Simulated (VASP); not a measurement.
Write the native input for VASP 6.6.1 that does the following.

```yaml
Task: single point
Functional: PBE
Potentials_or_basis: VASP PAW PBE potentials, release 64 (Si, C)
Cutoff: 520 eV
k_mesh: 12 × 12 × 12
Occupations: gaussian, width 0.05 eV
Spin: no spin polarisation
Dipole_correction: no
Further_INCAR_settings: ALGO = Normal; EDIFF = 1e-06; NBANDS = 11
```

The structure of SiC lies in POSCAR:

```
SiC
1.0
    0.0000000000      2.1740000000      2.1740000000
    2.1740000000      0.0000000000      2.1740000000
    2.1740000000      2.1740000000      0.0000000000
Si C
1 1
Direct
    0.0000000000      0.0000000000      0.0000000000
    0.7500000000      0.7500000000      0.7500000000
```

These files were run (other wordings do the same):

INCAR

```
  PREC = Accurate
  ENCUT = 520
  EDIFF = 1E-6
  ISMEAR = 0
  SIGMA = 0.05
  LREAL = F
  LASPH = T
  NELM = 80
  ALGO = Normal
  ISIF = 2
  LWAVE = F
  LCHARG = F
  GGA = PE
  NBANDS = 11
```

KPOINTS

```
regular mesh
0
Gamma
  12 12 12
```

Potentials or basis: VASP PAW PBE potentials, release 64 (Si, C).

Launch:

```bash
$ cat potpaw_PBE.64/Si/POTCAR potpaw_PBE.64/C/POTCAR > POTCAR
$ mpirun -np 1 vasp_std > vasp.out
```

It gave:

```yaml
Pressure: 4.8 GPa
Band_gap_on_the_k_mesh: 1.35 eV, indirect (least direct gap 4.55 eV)
```

Run time: 4.5 s on 1 thread of Intel(R) Xeon(R) 6975P-C (Granite Rapids), on a shared host, peak memory 0.13 GiB.
